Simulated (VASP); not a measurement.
# SiO2 (P4_12_12) in VASP: a series of runs

Aim: see how the results for SiO2 move with the level of theory and the settings. Levels: PBE, r2SCAN. Tasks: electric field gradients.

Program: VASP 6.6.1. These are calculated values, not measurements. Logs are shortened: lines on timing, memory, paths and dates and some standing lists are left out, and cuts for length are marked.

## (1) The cell of the first run

The structure is tetragonal, space group P4_12_12 (No. 92). Conventional cell: a = 4.972 Å, b = 4.972 Å, c = 6.922 Å, α = 90.00°, β = 90.00°, γ = 90.00°. Si (site symmetry 2) has 4 O at 1.60 Å within 2.1 Å. Within 2.1 Å of O (site symmetry 1) lie 2 Si at 1.60 Å.

## (2) Electric field gradients, PBE

File INCAR:

```
SYSTEM = SiO2
  ALGO = Normal
  EDIFF = 1E-8
  ENCUT = 520
  GGA = PE
  ISIF = 2
  ISMEAR = -1
  LASPH = .TRUE.
  LCHARG = .FALSE.
  LEFG = .TRUE.
  LREAL = .FALSE.
  LWAVE = .FALSE.
  NBANDS = 44
  NELM = 80
  PREC = Accurate
  SIGMA = 0.02
```

File KPOINTS:

```
k-points
0
G
  5 5 4
  0 0 0
```

File POSCAR:

```
SiO2
1.0
    4.9717000000      0.0000000000      0.0000000000
    0.0000000000      4.9717000000      0.0000000000
    0.0000000000      0.0000000000      6.9223000000
Si O
4 8
Direct
    0.3002800000      0.3002800000      0.0000000000
    0.1997200000      0.8002800000      0.2500000000
    0.6997200000      0.6997200000      0.5000000000
    0.8002800000      0.1997200000      0.7500000000
    0.2392000000      0.1044000000      0.1787000000
    0.3956000000      0.7392000000      0.4287000000
    0.7608000000      0.8956000000      0.6787000000
    0.6044000000      0.2608000000      0.9287000000
    0.7392000000      0.3956000000      0.5713000000
    0.8956000000      0.7608000000      0.3213000000
    0.2608000000      0.6044000000      0.0713000000
    0.1044000000      0.2392000000      0.8213000000
```

Potentials or basis: VASP PAW PBE potentials, release 64 (Si, O).

Command:

```
> cat potpaw_PBE.64/Si/POTCAR potpaw_PBE.64/O/POTCAR > POTCAR
> mpirun -np 1 vasp_std > vasp.out
```

OUTCAR:

```text
SYSTEM = SiO2
   EDIFF = 1E-8
   ENCUT = 520
   GGA = PE
   ISIF = 2
   ISMEAR = -1
   LASPH = .TRUE.
   LREAL = .FALSE.
   NELM = 80
   PREC = Accurate

 ion  position               nearest neighbor table
   1  0.300  0.300  0.000-   8 1.60  11 1.60   5 1.60  12 1.60   2 3.07   4 3.07   2 3.07   4 3.07

   2  0.200  0.800  0.250-   5 1.60  10 1.60   6 1.60  11 1.60   1 3.07   3 3.07   1 3.07   3 3.07

   3  0.700  0.700  0.500-   6 1.60   9 1.60   7 1.60  10 1.60   2 3.07   4 3.07   4 3.07   2 3.07

   4  0.800  0.200  0.750-   7 1.60  12 1.60   9 1.60   8 1.60   1 3.07   3 3.07   3 3.07   1 3.07

   5  0.239  0.104  0.179-   2 1.60   1 1.60
   6  0.396  0.739  0.429-   3 1.60   2 1.60
   7  0.761  0.896  0.679-   4 1.60   3 1.60
   8  0.604  0.261  0.929-   1 1.60   4 1.60
   9  0.739  0.396  0.571-   3 1.60   4 1.60
  10  0.896  0.761  0.321-   2 1.60   3 1.60
  11  0.261  0.604  0.071-   1 1.60   2 1.60
  12  0.104  0.239  0.821-   4 1.60   1 1.60

  LATTYP: Found a simple tetragonal cell.
 ALAT       =     4.9717000000
 C/A-ratio  =     1.3923406481

  Lattice vectors:

 A1 = (   4.9717000000,   0.0000000000,   0.0000000000)
 A2 = (   0.0000000000,   4.9717000000,   0.0000000000)
 A3 = (   0.0000000000,   0.0000000000,   6.9223000000)

Analysis of symmetry for initial positions (statically):
=====================================================================
 Subroutine PRICEL returns:
 Original cell was already a primitive cell.

 Routine SETGRP: Setting up the symmetry group for a
 simple tetragonal supercell.

 Subroutine GETGRP returns: Found  8 space group operations
 (whereof  2 operations were pure point group operations)
 out of a pool of 16 trial point group operations.

The static configuration has the point symmetry C_2 .
 The point group associated with its full space group is D_4 .

Analysis of symmetry for dynamics (positions and initial velocities):
=====================================================================
 Subroutine PRICEL returns:
 Original cell was already a primitive cell.

 Routine SETGRP: Setting up the symmetry group for a
 simple tetragonal supercell.

 Subroutine GETGRP returns: Found  8 space group operations
 (whereof  2 operations were pure point group operations)
 out of a pool of 16 trial point group operations.

The dynamic configuration has the point symmetry C_2 .
 The point group associated with its full space group is D_4 .

 Subroutine INISYM returns: Found  8 space group operations
 (whereof  2 operations are pure point group operations),
 and found     1 'primitive' translations

----------------------------------------------------------------------------------------

                                     Primitive cell

  volume of cell :     171.1040

  direct lattice vectors                    reciprocal lattice vectors
     4.971700000  0.000000000  0.000000000     0.201138444  0.000000000  0.000000000
     0.000000000  4.971700000  0.000000000     0.000000000  0.201138444  0.000000000
     0.000000000  0.000000000  6.922300000     0.000000000  0.000000000  0.144460656

  length of vectors
     4.971700000  4.971700000  6.922300000     0.201138444  0.201138444  0.144460656

  position of ions in fractional coordinates (direct lattice)
     0.300280000  0.300280000  0.000000000
     0.199720000  0.800280000  0.250000000
     0.699720000  0.699720000  0.500000000
     0.800280000  0.199720000  0.750000000
     0.239200000  0.104400000  0.178700000
     0.395600000  0.739200000  0.428700000
     0.760800000  0.895600000  0.678700000
     0.604400000  0.260800000  0.928700000
     0.739200000  0.395600000  0.571300000
     0.895600000  0.760800000  0.321300000
     0.260800000  0.604400000  0.071300000
     0.104400000  0.239200000  0.821300000

  ion indices of the primitive-cell ions
   primitive index   ion index
[... 99 lines left out ...]
  Fermi-wavevector in a.u.,A,eV,Ry     =   1.179546  2.229018 18.930165  1.391328
  Thomas-Fermi vector in A             =   2.315854
   LORBIT       =      0    0 simple, 1 ext, 2 COOP (PROOUT), +10 PAW based schemes
   GGA     = PE    functional components
   LHFCALC =     F    Hartree Fock is set to
   AEXX    =    0.0000 exact exchange contribution
   IVDW    =     0    specifies the selected vdW correction
   LEPSILON=     F    determine dielectric tensor
   LRPA    =     F    only Hartree local field effects (RPA)
 non-spin polarized calculation
  energy-cutoff  :      520.00
  volume of cell :      171.10
 maximum number of plane-waves:      4642
 NGX is ok and might be reduce to    40
   NGX = 19   NGY = 19   NGZ = 25

 number of electron      63.9999987 magnetization

 Free energy of the ion-electron system (eV)
  ---------------------------------------------------
  ext. energy  EPLUGINS =         0.00000000
  ---------------------------------------------------
  free energy    TOTEN  =       -94.74613613 eV

  energy without entropy =      -94.74613613  energy(sigma->0) =      -94.74613613

 E-fermi :   0.5722     XC(G=0):  -8.4210

 val. band max:        0.1594410194   @ k =   0.0000   0.0000   0.0000
 cond. band min:       5.9617027565   @ k =   0.0000   0.0000   0.0000
 fundamental gap:      5.8022617371
 Fermi energy:         0.5722267606

 k-point     1 :       0.0000    0.0000    0.0000
  band No.  band energies     occupation
      1     -19.3874      2.00000
      2     -18.4704      2.00000
      3     -18.4704      2.00000
      4     -17.2812      2.00000
      5     -17.2402      2.00000
      6     -17.2331      2.00000
[... 835 lines left out ...]
     43      11.1183      0.00000
     44      11.1183      0.00000

------------------------ aborting loop because EDIFF is reached ----------------------------------------

  FORCE on cell =-STRESS in cart. coord.  units (eV):
  Direction    XX          YY          ZZ          XY          YZ          ZX
  --------------------------------------------------------------------------------------
  -------------------------------------------------------------------------------------
  Total        8.2111205      8.2111205      8.4490586      0.0000000      0.0000000     -0.0000000
  in kB       76.8869727     76.8869727     79.1149684      0.0000000      0.0000000     -0.0000000
  external PRESSURE =      77.6296379 kB  Pullay stress =       0.0000000 kB

 VOLUME and BASIS-vectors are now :
 -----------------------------------------------------------------------------
  energy-cutoff  :      520.00
  volume of cell :      171.10
      direct lattice vectors                 reciprocal lattice vectors
     4.971700000  0.000000000  0.000000000     0.201138444  0.000000000  0.000000000
     0.000000000  4.971700000  0.000000000     0.000000000  0.201138444  0.000000000
     0.000000000  0.000000000  6.922300000     0.000000000  0.000000000  0.144460656

 POSITION                                       TOTAL-FORCE (eV/Angst)
 -----------------------------------------------------------------------------------
      1.49290      1.49290      0.00000        -0.004184     -0.004184      0.000000
      0.99295      3.97875      1.73057         0.004184     -0.004184      0.000000
      3.47880      3.47880      3.46115         0.004184      0.004184      0.000000
      3.97875      0.99295      5.19172        -0.004184      0.004184      0.000000
      1.18923      0.51905      1.23702        -0.054241      0.250708      0.385134
      1.96680      3.67508      2.96759        -0.250708     -0.054241      0.385134
      3.78247      4.45265      4.69817         0.054241     -0.250708      0.385134
      3.00490      1.29662      6.42874         0.250708      0.054241      0.385134
      3.67508      1.96680      3.95471        -0.054241     -0.250708     -0.385134
      4.45265      3.78247      2.22413        -0.250708      0.054241     -0.385134
      1.29662      3.00490      0.49356         0.054241      0.250708     -0.385134
      0.51905      1.18923      5.68528         0.250708     -0.054241     -0.385134
 -----------------------------------------------------------------------------------
    total drift:                                0.000000     -0.000000      0.000000

  FREE ENERGIE OF THE ION-ELECTRON SYSTEM (eV)
  ---------------------------------------------------
  free  energy   TOTEN  =       -94.7461361261 eV

  energy  without entropy=      -94.7461361261  energy(sigma->0) =      -94.74613613

 Electric field gradients (V/A^2)
---------------------------------------------------------------------
 ion       V_xx      V_yy      V_zz      V_xy      V_xz      V_yz
---------------------------------------------------------------------
   1      -0.189    -0.189     0.378     0.341     2.651    -2.651
   2      -0.189    -0.189     0.378    -0.341     2.651     2.651
   3      -0.189    -0.189     0.378     0.341    -2.651     2.651
   4      -0.189    -0.189     0.378    -0.341    -2.651    -2.651
   5     -45.689    43.072     2.617    17.797   -13.243   -56.209
   6      43.072   -45.689     2.617   -17.797    56.209   -13.243
   7     -45.689    43.072     2.617    17.797    13.243    56.209
   8      43.072   -45.689     2.617   -17.797   -56.209    13.243
   9     -45.689    43.072     2.617   -17.797    13.243   -56.209
  10      43.072   -45.689     2.617    17.797   -56.209   -13.243
  11     -45.689    43.072     2.617   -17.797   -13.243    56.209
  12      43.072   -45.689     2.617    17.797    56.209    13.243
---------------------------------------------------------------------

 Electric field gradients after diagonalization (V/A^2)
 (convention: |V_zz| > |V_xx| > |V_yy|)
----------------------------------------------------------------------
 ion       V_xx      V_yy      V_zz     asymmetry (V_yy - V_xx)/ V_zz
----------------------------------------------------------------------
   1       3.700     0.152    -3.853       0.921
   2       3.700     0.152    -3.853       0.921
   3       3.700     0.152    -3.853       0.921
   4       3.700     0.152    -3.853       0.921
   5     -49.442   -36.866    86.308       0.146
   6     -49.442   -36.866    86.308       0.146
   7     -49.442   -36.866    86.308       0.146
   8     -49.442   -36.866    86.308       0.146
   9     -49.442   -36.866    86.308       0.146
  10     -49.442   -36.866    86.308       0.146
  11     -49.442   -36.866    86.308       0.146
  12     -49.442   -36.866    86.308       0.146
----------------------------------------------------------------------

           NMR quadrupolar parameters

 Cq : quadrupolar parameter    Cq=e*Q*V_zz/h
 eta: asymmetry parameters     (V_yy - V_xx)/ V_zz
 Q  : nuclear electric quadrupole moment in mb (millibarn)
----------------------------------------------------------------------
 ion       Cq(MHz)       eta       Q (mb)
----------------------------------------------------------------------
   1      -0.009       0.921       1.000
   2      -0.009       0.921       1.000
   3      -0.009       0.921       1.000
   4      -0.009       0.921       1.000
   5       0.209       0.146       1.000
   6       0.209       0.146       1.000
   7       0.209       0.146       1.000
   8       0.209       0.146       1.000
   9       0.209       0.146       1.000
  10       0.209       0.146       1.000
  11       0.209       0.146       1.000
  12       0.209       0.146       1.000
----------------------------------------------------------------------
```

Wall time 3.3 min (1 thread of Intel Xeon 8259CL, shared host); peak memory 0.32 GiB.

Results:

```
Free energy                             : -94.7461 eV
Pressure                                : 7.8 GPa
Largest force                           : 0.463 eV/Å
Band gap on the k mesh                  : 5.80 eV
Largest electric field gradient by atom : Si -3.9; O +86.3 V/Å²
```

Forces in eV/Å, atoms in the order of the input:
```
Si  -0.004 -0.004  0.000
Si   0.004 -0.004  0.000
Si   0.004  0.004  0.000
Si  -0.004  0.004  0.000
O   -0.054  0.251  0.385
O   -0.251 -0.054  0.385
O    0.054 -0.251  0.385
O    0.251  0.054  0.385
O   -0.054 -0.251 -0.385
O   -0.251  0.054 -0.385
O    0.054  0.251 -0.385
O    0.251 -0.054 -0.385
```

Electric field gradients, principal values (V/Å²):
| atom | least | middle | greatest (by size) |
| --- | --- | --- | --- |
| 1 Si | 0.152 | 3.700 | -3.853 |
| 2 Si | 0.152 | 3.700 | -3.853 |
| 3 Si | 0.152 | 3.700 | -3.853 |
| 4 Si | 0.152 | 3.700 | -3.853 |
| 5 O | -36.866 | -49.442 | 86.308 |
| 6 O | -36.866 | -49.442 | 86.308 |
| 7 O | -36.866 | -49.442 | 86.308 |
| 8 O | -36.866 | -49.442 | 86.308 |
| 9 O | -36.866 | -49.442 | 86.308 |
| 10 O | -36.866 | -49.442 | 86.308 |
| 11 O | -36.866 | -49.442 | 86.308 |
| 12 O | -36.866 | -49.442 | 86.308 |

Caveat: the cell stands under pressure; without QUAD_EFG the Cq values of the log hold for a quadrupole moment of 1 mb, not for the nuclei; an odd mesh through Γ misses points on the zone boundary, where band edges can lie.

## (3) Electric field gradients, r2SCAN

File POSCAR:

```
SiO2
1.0
    4.9717000000      0.0000000000      0.0000000000
    0.0000000000      4.9717000000      0.0000000000
    0.0000000000      0.0000000000      6.9223000000
Si O
4 8
Direct
    0.3053623113      0.3053623113      0.0000000000
    0.1946376887      0.8053623113      0.2500000000
    0.6946376887      0.6946376887      0.5000000000
    0.8053623113      0.1946376887      0.7500000000
    0.2366937302      0.1167718434      0.1854243866
    0.3832281566      0.7366937302      0.4354243866
    0.7633062698      0.8832281566      0.6854243866
    0.6167718434      0.2633062698      0.9354243866
    0.7366937302      0.3832281566      0.5645756134
    0.8832281566      0.7633062698      0.3145756134
    0.2633062698      0.6167718434      0.0645756134
    0.1167718434      0.2366937302      0.8145756134
```

File INCAR.step1:

```
SYSTEM = SiO2
PREC     = Accurate       ! precision mode
ENCUT    = 520            ! plane-wave cutoff, eV
ISMEAR   = -1             ! smearing method
SIGMA    = 0.02           ! smearing width, eV
LREAL    = .FALSE.        ! projectors in reciprocal space
LASPH    = .TRUE.         ! aspherical terms in the spheres
NELM     = 80             ! most SCF steps
NBANDS   = 44             ! bands
GGA      = PE             ! functional
ALGO     = Normal         ! electronic algorithm
EDIFF    = 1E-4           ! SCF threshold, eV
LWAVE    = .TRUE.         ! write WAVECAR
LCHARG   = .FALSE.        ! write CHGCAR
```

File INCAR.step2:

```
SYSTEM = SiO2
PREC     = Accurate       ! precision mode
ENCUT    = 520            ! plane-wave cutoff, eV
EDIFF    = 1E-8           ! SCF threshold, eV
ISMEAR   = -1             ! smearing method
SIGMA    = 0.02           ! smearing width, eV
LREAL    = .FALSE.        ! projectors in reciprocal space
LASPH    = .TRUE.         ! aspherical terms in the spheres
NELM     = 80             ! most SCF steps
ALGO     = Normal         ! electronic algorithm
ISIF     = 2              ! what is computed and relaxed
LWAVE    = .FALSE.        ! write WAVECAR
LCHARG   = .FALSE.        ! write CHGCAR
METAGGA  = R2SCAN         ! meta-GGA
LMIXTAU  = .TRUE.       
LEFG     = .TRUE.       
NBANDS   = 44             ! bands
ISTART   = 1
```

File KPOINTS:

```
regular mesh
0
G
  5 5 4
  0 0 0
```

Potentials or basis: VASP PAW PBE potentials, release 64 (Si, O).

Command:

```
> cat potpaw_PBE.64/Si/POTCAR potpaw_PBE.64/O/POTCAR > POTCAR
> cp INCAR.step1 INCAR
> mpirun -np 1 vasp_std > vasp.out
> cp INCAR.step2 INCAR
> mpirun -np 1 vasp_std > vasp.out
```

OUTCAR:

```text
SYSTEM = SiO2
   PREC = Accurate
   ENCUT = 520
   EDIFF = 1E-8
   ISMEAR = -1
   LREAL = .FALSE.
   LASPH = .TRUE.
   NELM = 80
   ISIF = 2
   METAGGA = R2SCAN
   ISTART = 1

 ion  position               nearest neighbor table
   1  0.305  0.305  0.000-   8 1.62  11 1.62   5 1.63  12 1.63   2 3.08   4 3.08   2 3.08   4 3.08

   2  0.195  0.805  0.250-   5 1.62  10 1.62   6 1.63  11 1.63   1 3.08   3 3.08   1 3.08   3 3.08

   3  0.695  0.695  0.500-   6 1.62   9 1.62   7 1.63  10 1.63   2 3.08   4 3.08   4 3.08   2 3.08

   4  0.805  0.195  0.750-   7 1.62  12 1.62   9 1.63   8 1.63   1 3.08   3 3.08   3 3.08   1 3.08

   5  0.237  0.117  0.185-   2 1.62   1 1.63
   6  0.383  0.737  0.435-   3 1.62   2 1.63
   7  0.763  0.883  0.685-   4 1.62   3 1.63
   8  0.617  0.263  0.935-   1 1.62   4 1.63
   9  0.737  0.383  0.565-   3 1.62   4 1.63
  10  0.883  0.763  0.315-   2 1.62   3 1.63
[... 1119 lines left out ...]
----------------------------------------------------------------------
   1       3.417     0.554    -3.971       0.721
   2       3.417     0.554    -3.971       0.721
   3       3.417     0.554    -3.971       0.721
   4       3.417     0.554    -3.971       0.721
   5     -53.269   -35.305    88.574       0.203
   6     -53.269   -35.305    88.574       0.203
   7     -53.269   -35.305    88.574       0.203
   8     -53.269   -35.305    88.574       0.203
   9     -53.269   -35.305    88.574       0.203
  10     -53.269   -35.305    88.574       0.203
  11     -53.269   -35.305    88.574       0.203
  12     -53.269   -35.305    88.574       0.203
----------------------------------------------------------------------

           NMR quadrupolar parameters

 Cq : quadrupolar parameter    Cq=e*Q*V_zz/h
 eta: asymmetry parameters     (V_yy - V_xx)/ V_zz
 Q  : nuclear electric quadrupole moment in mb (millibarn)
----------------------------------------------------------------------
 ion       Cq(MHz)       eta       Q (mb)
----------------------------------------------------------------------
   1      -0.010       0.721       1.000
   2      -0.010       0.721       1.000
   3      -0.010       0.721       1.000
   4      -0.010       0.721       1.000
   5       0.214       0.203       1.000
   6       0.214       0.203       1.000
   7       0.214       0.203       1.000
   8       0.214       0.203       1.000
   9       0.214       0.203       1.000
  10       0.214       0.203       1.000
  11       0.214       0.203       1.000
  12       0.214       0.203       1.000
----------------------------------------------------------------------
```

Run time: 13 min. Hardware: 1 thread of Intel Xeon 8259CL, shared host; peak memory 0.36 GiB.

Results:

```
Free energy                             : -119.1202 eV
Pressure                                : -3.3 GPa
Largest force                           : 0.298 eV/Å
Band gap on the k mesh                  : 6.26 eV
Largest electric field gradient by atom : Si -4.0; O +88.6 V/Å²
```

Forces on the atoms (eV/Å):
```
Si   0.046  0.046  0.000
Si  -0.046  0.046  0.000
Si  -0.046 -0.046  0.000
Si   0.046 -0.046  0.000
O    0.038 -0.147 -0.257
O    0.147  0.038 -0.257
O   -0.038  0.147 -0.257
O   -0.147 -0.038 -0.257
O    0.038  0.147  0.257
O    0.147 -0.038  0.257
O   -0.038 -0.147  0.257
O   -0.147  0.038  0.257
```

Stress tensor (GPa, compression positive):
```
-3.08  0.00  0.00
 0.00 -3.08  0.00
 0.00  0.00 -3.81
```

Levels at points of the mesh, in eV from the valence-band top:
| k point | band 29 | band 30 | band 31 | band 32 | band 33 | band 34 | band 35 | band 36 |
| --- | --- | --- | --- | --- | --- | --- | --- | --- |
| (0.00, 0.00, 0.00) | -0.69 | -0.35 | -0.35 | 0.00 | 6.26 | 9.60 | 9.60 | 10.02 |
| (0.00, 0.00, 0.50) | -0.57 | -0.57 | -0.38 | -0.38 | 7.57 | 7.57 | 10.17 | 10.17 |

Electric field gradients, principal values (V/Å²):
```
atom    least   middle  greatest (by size)
1 Si    0.554    3.417              -3.971
2 Si    0.554    3.417              -3.971
3 Si    0.554    3.417              -3.971
4 Si    0.554    3.417              -3.971
 5 O  -35.305  -53.269              88.574
 6 O  -35.305  -53.269              88.574
 7 O  -35.305  -53.269              88.574
 8 O  -35.305  -53.269              88.574
 9 O  -35.305  -53.269              88.574
10 O  -35.305  -53.269              88.574
11 O  -35.305  -53.269              88.574
12 O  -35.305  -53.269              88.574
```

Caveat: the cell stands under tension; without QUAD_EFG the Cq values of the log hold for a quadrupole moment of 1 mb, not for the nuclei; the PAW data sets were made with another functional, which shifts forces and pressure a little; an odd mesh through Γ misses points on the zone boundary, where band edges can lie.
